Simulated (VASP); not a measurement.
# LaTaO (P-6m2) in VASP: single point with PBE

Aim: the single point of LaTaO with PBE.

All numbers are computed with VASP 6.6.1; they aren't measurements. Logs are shortened: lines on timing, memory, paths and dates and some standing lists are left out, and cuts for length are marked.

## 1. The cell of the first run

Symmetry: P-6m2, No. 187, hexagonal system. Conventional cell: a = 4.020 Å, b = 4.020 Å, c = 4.663 Å, α = 90.00°, β = 90.00°, γ = 120.00°. Within 3.1 Å of La (site symmetry -6m2) lie 3 O at 2.32 Å. Ta (site symmetry -6m2) has 6 La at 3.29 Å and 6 O at 3.29 Å and 6 Ta at 4.02 Å within 4.3 Å. O (site symmetry -6m2) has 3 La at 2.32 Å within 3.1 Å.

## 2. Single point, PBE

Input file INCAR:

```
SYSTEM = LaTaO
ALGO = Normal ; EDIFF = 1E-6
ENCUT = 520 ; GGA = PE
ISIF = 2 ; ISMEAR = 0
LASPH = .TRUE. ; LCHARG = .FALSE.
LREAL = .FALSE. ; LWAVE = .FALSE.
NBANDS = 21 ; NELM = 100
PREC = Accurate ; SIGMA = 0.1
```

Input file KPOINTS:

```
k-points
0
G
  6 6 4
  0 0 0
```

Input file POSCAR:

```
LaTaO
1.0
    4.0202346800      0.0000000000      0.0000000000
   -2.0101173400      3.4816253700      0.0000000000
    0.0000000000      0.0000000000      4.6633566400
La Ta O
1 1 1
Direct
    0.0000000000      0.0000000000      0.0000000000
    0.6666666700      0.3333333300      0.5000000000
    0.3333333300      0.6666666700      0.0000000000
```

Potentials or basis: VASP PAW PBE potentials, release 64 (La, Ta_pv, O).

On the command line:

```console
$ cat potpaw_PBE.64/La/POTCAR potpaw_PBE.64/Ta_pv/POTCAR potpaw_PBE.64/O/POTCAR > POTCAR
$ mpirun -np 1 vasp_std > vasp.out
```

OUTCAR:

```text
SYSTEM = LaTaO
   EDIFF = 1E-6
   ENCUT = 520
   GGA = PE
   ISIF = 2
   ISMEAR = 0
   LASPH = .TRUE.
   LREAL = .FALSE.
   NELM = 100
   PREC = Accurate

 ion  position               nearest neighbor table
   1  0.000  0.000  0.000-   3 2.32   3 2.32   3 2.32   2 3.29   2 3.29   2 3.29   2 3.29   2 3.29
                             2 3.29
   2  0.667  0.333  0.500-   1 3.29   1 3.29   1 3.29   1 3.29   1 3.29   1 3.29
   3  0.333  0.667  0.000-   1 2.32   1 2.32   1 2.32

  LATTYP: Found a hexagonal cell.
 ALAT       =     4.0202346800
 C/A-ratio  =     1.1599712482

  Lattice vectors:

 A1 = (   4.0202346800,   0.0000000000,   0.0000000000)
 A2 = (  -2.0101173400,   3.4816253700,   0.0000000000)
 A3 = (   0.0000000000,   0.0000000000,   4.6633566400)

Analysis of symmetry for initial positions (statically):
=====================================================================
 Subroutine PRICEL returns:
 Original cell was already a primitive cell.

 Routine SETGRP: Setting up the symmetry group for a
 hexagonal supercell.

 Subroutine GETGRP returns: Found 12 space group operations
 (whereof 12 operations were pure point group operations)
 out of a pool of 24 trial point group operations.

The static configuration has the point symmetry D_3h.

Analysis of symmetry for dynamics (positions and initial velocities):
=====================================================================
 Subroutine PRICEL returns:
 Original cell was already a primitive cell.

 Routine SETGRP: Setting up the symmetry group for a
 hexagonal supercell.

 Subroutine GETGRP returns: Found 12 space group operations
 (whereof 12 operations were pure point group operations)
 out of a pool of 24 trial point group operations.

The dynamic configuration has the point symmetry D_3h.

 Subroutine INISYM returns: Found 12 space group operations
 (whereof 12 operations are pure point group operations),
 and found     1 'primitive' translations

----------------------------------------------------------------------------------------

                                     Primitive cell

  volume of cell :      65.2728

  direct lattice vectors                    reciprocal lattice vectors
     4.020234680  0.000000000  0.000000000     0.248741698  0.143611086  0.000000000
    -2.010117340  3.481625370  0.000000000     0.000000000  0.287222172  0.000000000
     0.000000000  0.000000000  4.663356640     0.000000000  0.000000000  0.214437813

  length of vectors
     4.020234680  4.020234687  4.663356640     0.287222172  0.287222172  0.214437813

  position of ions in fractional coordinates (direct lattice)
     0.000000000  0.000000000  0.000000000
     0.666666670  0.333333330  0.500000000
     0.333333330  0.666666670  0.000000000

  ion indices of the primitive-cell ions
   primitive index   ion index
                 1           1
                 2           2
                 3           3

----------------------------------------------------------------------------------------

 KPOINTS: k-points

Automatic generation of k-mesh.
 Grid dimensions read from file:
 generate k-points for:    6    6    4

 Generating k-lattice:

  Cartesian coordinates                     Fractional coordinates (reciprocal lattice)
     0.041456950  0.023935181  0.000000000     0.166666667  0.000000000  0.000000000
     0.000000000  0.047870362  0.000000000     0.000000000  0.166666667  0.000000000
     0.000000000  0.000000000  0.053609453     0.000000000  0.000000000  0.250000000

  Length of vectors
     0.047870362  0.047870362  0.053609453

  Shift w.r.t. Gamma in fractional coordinates (k-lattice)
     0.000000000  0.000000000  0.000000000

 Subroutine IBZKPT returns following result:
 ===========================================

 Found     21 irreducible k-points:

 Following reciprocal coordinates:
            Coordinates               Weight
  0.000000  0.000000  0.000000      1.000000
  0.166667  0.000000  0.000000      6.000000
  0.333333  0.000000  0.000000      6.000000
  0.500000 -0.000000  0.000000      3.000000
  0.166667  0.166667  0.000000      6.000000
  0.333333  0.166667  0.000000     12.000000
[... 13 lines left out ...]
  0.333333  0.166667  0.500000     12.000000
  0.333333  0.333333  0.500000      2.000000
   k-points           NKPTS =     21   k-points in BZ     NKDIM =     21   number of bands    NBANDS=     21
   number of dos      NEDOS =    301   number of ions     NIONS =      3
   total plane-waves  NPLWV =  32400
   dimension x,y,z NGX =    30 NGY =   30 NGZ =   36
   dimension x,y,z NGXF=    60 NGYF=   60 NGZF=   72
   ions per type =               1   1   1
   NGX,Y,Z   is equivalent  to a cutoff of  12.41, 12.41, 12.83 a.u.
   NGXF,Y,Z  is equivalent  to a cutoff of  24.81, 24.81, 25.67 a.u.
 SYSTEM =  LaTaO
   PREC   = accura    normal or accurate (medium, high low for compatibility)
   ISTART =      0    job   : 0-new  1-cont  2-samecut
   ICHARG =      2    charge: 1-file 2-atom 10-const
   ISPIN  =      1    spin polarized calculation?
   LNONCOLLINEAR =      F non collinear calculations
   LSORBIT =      F    spin-orbit coupling
   LASPH  =      T    aspherical Exc in radial PAW
   ENCUT  =  520.0 eV  38.22 Ry    6.18 a.u.   7.47  7.47  8.67*2*pi/ulx,y,z
   NELM   =    100;   NELMIN=  2; NELMDL= -5     # of ELM steps
   EDIFF  = 0.1E-05   stopping-criterion for ELM
   LREAL  =      F    real-space projection
   EDIFFG = 0.1E-04   stopping-criterion for IOM
   NSW    =      0    number of steps for IOM
   IBRION =     -1    ionic relax: 0-MD 1-quasi-New 2-CG
   NFREE  =      0    steps in history (QN), initial steepest desc. (CG)
   ISIF   =      2    stress and relaxation
   ISYM   =      2    0-nonsym 1-usesym 2-fastsym
   POTIM  = 0.5000    time-step for ionic-motion
   TEBEG  =    0.0;   TEEND  =   0.0 temperature during run
   PSTRESS=    0.0 pullay stress
   NELECT =      28.0000    total number of electrons
   NUPDOWN=      -1.0000    fix difference up-down
   EMIN   =  10.00;   EMAX   =-10.00  energy-range for DOS
   EFERMI =   0.00;   METHOD = LEGACY
   ISMEAR =     0;   SIGMA  =   0.10  broadening in eV -4-tet -1-fermi 0-gaus
   EFERMI_NEDOS =   21; number of points for ismear=-14 and -15
   IALGO  =     38    algorithm
   IMIX   =      4    mixing-type and parameters
     AMIX     =   0.40;   BMIX     =  1.00
     AMIX_MAG =   1.60;   BMIX_MAG =  1.00
  volume/ion in A,a.u.               =      21.76       146.83
  Fermi-wavevector in a.u.,A,eV,Ry     =   1.234668  2.333184 20.740786  1.524405
  Thomas-Fermi vector in A             =   2.369349
   LORBIT       =      0    0 simple, 1 ext, 2 COOP (PROOUT), +10 PAW based schemes
   GGA     = PE    functional components
   LHFCALC =     F    Hartree Fock is set to
   AEXX    =    0.0000 exact exchange contribution
   IVDW    =     0    specifies the selected vdW correction
   LEPSILON=     F    determine dielectric tensor
   LRPA    =     F    only Hartree local field effects (RPA)
 non-spin polarized calculation
 Gauss-broadening in eV      SIGMA  =   0.10
  energy-cutoff  :      520.00
  volume of cell :       65.27
 maximum number of plane-waves:      1773
 NGX is ok and might be reduce to    30
   NGX = 15   NGY = 15   NGZ = 17

 number of electron      28.0000009 magnetization

 Free energy of the ion-electron system (eV)
  ---------------------------------------------------
  ext. energy  EPLUGINS =         0.00000000
  ---------------------------------------------------
  free energy    TOTEN  =       -21.47944854 eV

  energy without entropy =      -21.43805024  energy(sigma->0) =      -21.45874939

 E-fermi :   6.0064     XC(G=0): -10.5080

 val. band max:        5.9888597848   @ k =   0.1667   0.1667   0.2500
 cond. band min:       6.0099358643   @ k =   0.3333   0.3333   0.5000
 fundamental gap:      0.0210760795
 Fermi energy:         6.0064106505

 k-point     1 :       0.0000    0.0000    0.0000
  band No.  band energies     occupation
      1     -29.0411      2.00000
      2     -29.0366      2.00000
      3     -29.0366      2.00000
      4     -25.2491      2.00000
      5     -11.6862      2.00000
      6      -9.1871      2.00000
[... 13 lines left out ...]
     20       9.9921      0.00000
     21      10.1446      0.00000

 k-point     2 :       0.1667    0.0000    0.0000
  band No.  band energies     occupation
      1     -29.0447      2.00000
      2     -29.0400      2.00000
      3     -29.0385      2.00000
      4     -25.2154      2.00000
      5     -12.1751      2.00000
      6      -9.1660      2.00000
[... 13 lines left out ...]
     20      10.0718      0.00000
     21      10.0845      0.00000

 k-point     3 :       0.3333    0.0000    0.0000
  band No.  band energies     occupation
      1     -29.0607      2.00000
      2     -29.0421      2.00000
      3     -29.0378      2.00000
      4     -25.1468      2.00000
      5     -12.8812      2.00000
      6      -9.1621      2.00000
[... 13 lines left out ...]
     20       9.8452      0.00000
     21       9.9522      0.00000

 k-point     4 :       0.5000   -0.0000    0.0000
  band No.  band energies     occupation
      1     -29.0687      2.00000
      2     -29.0440      2.00000
      3     -29.0367      2.00000
      4     -25.1119      2.00000
      5     -13.1679      2.00000
      6      -9.2267      2.00000
[... 13 lines left out ...]
     20       9.6195      0.00000
     21       9.9648      0.00000

 k-point     5 :       0.1667    0.1667    0.0000
  band No.  band energies     occupation
      1     -29.0553      2.00000
      2     -29.0427      2.00000
      3     -29.0383      2.00000
      4     -25.1641      2.00000
      5     -12.7146      2.00000
      6      -9.2207      2.00000
[... 13 lines left out ...]
     20       9.9301      0.00000
     21       9.9621      0.00000
[... 310 lines left out ...]
     20       8.6260      0.00000
     21       9.8125      0.00000

 k-point    19 :       0.1667    0.1667    0.5000
  band No.  band energies     occupation
      1     -29.0527      2.00000
      2     -29.0462      2.00000
      3     -29.0421      2.00000
      4     -25.1551      2.00000
      5     -12.7008      2.00000
      6      -9.2854      2.00000
[... 13 lines left out ...]
     20       9.5924      0.00000
     21       9.7843      0.00000

 k-point    20 :       0.3333    0.1667    0.5000
  band No.  band energies     occupation
      1     -29.0611      2.00000
      2     -29.0470      2.00000
      3     -29.0416      2.00000
      4     -25.1136      2.00000
      5     -13.1333      2.00000
      6      -9.4046      2.00000
[... 13 lines left out ...]
     20       9.5955      0.00000
     21       9.8416      0.00000

 k-point    21 :       0.3333    0.3333    0.5000
  band No.  band energies     occupation
      1     -29.0572      2.00000
      2     -29.0553      2.00000
      3     -29.0401      2.00000
      4     -25.0995      2.00000
      5     -13.2466      2.00000
      6      -9.5756      2.00000
[... 13 lines left out ...]
     20       9.8668      0.00000
     21       9.9231      0.00000

------------------------ aborting loop because EDIFF is reached ----------------------------------------

  FORCE on cell =-STRESS in cart. coord.  units (eV):
  Direction    XX          YY          ZZ          XY          YZ          ZX
  --------------------------------------------------------------------------------------
  -------------------------------------------------------------------------------------
  Total       -1.4139572     -1.4139572      3.7544589     -0.0000000      0.0000000      0.0000000
  in kB      -34.7068154    -34.7068156     92.1564764     -0.0000000      0.0000000      0.0000000
  external PRESSURE =       7.5809485 kB  Pullay stress =       0.0000000 kB

 VOLUME and BASIS-vectors are now :
 -----------------------------------------------------------------------------
  energy-cutoff  :      520.00
  volume of cell :       65.27
      direct lattice vectors                 reciprocal lattice vectors
     4.020234680  0.000000000  0.000000000     0.248741698  0.143611086  0.000000000
    -2.010117340  3.481625370  0.000000000     0.000000000  0.287222172  0.000000000
     0.000000000  0.000000000  4.663356640     0.000000000  0.000000000  0.214437813

 POSITION                                       TOTAL-FORCE (eV/Angst)
 -----------------------------------------------------------------------------------
      0.00000      0.00000      0.00000        -0.000000      0.000000      0.000000
      2.01012      1.16054      2.33168        -0.000000      0.000000      0.000000
     -0.00000      2.32108      0.00000         0.000000     -0.000000      0.000000
 -----------------------------------------------------------------------------------
    total drift:                                0.000016     -0.000009     -0.000000

  FREE ENERGIE OF THE ION-ELECTRON SYSTEM (eV)
  ---------------------------------------------------
  free  energy   TOTEN  =       -21.4794485430 eV

  energy  without entropy=      -21.4380502373  energy(sigma->0) =      -21.45874939
```

Wall time 29 s (1 thread of Intel Xeon Platinum 8488C (Sapphire Rapids), shared host); peak memory 0.2 GiB.

What came out:

| Quantity | Value |
| --- | --- |
| Free energy | -21.4794 eV |
| Pressure | 0.8 GPa |
| Band gap on the k mesh | zero (band 14 reaches 6.26 eV, above the bottom of band 15 at 5.81 eV) |

Stress tensor (GPa, compression positive):
```
-3.47  0.00  0.00
 0.00 -3.47  0.00
 0.00  0.00  9.22
```

Caveat: spin-orbit coupling is left out, which moves the levels of the heavy elements.
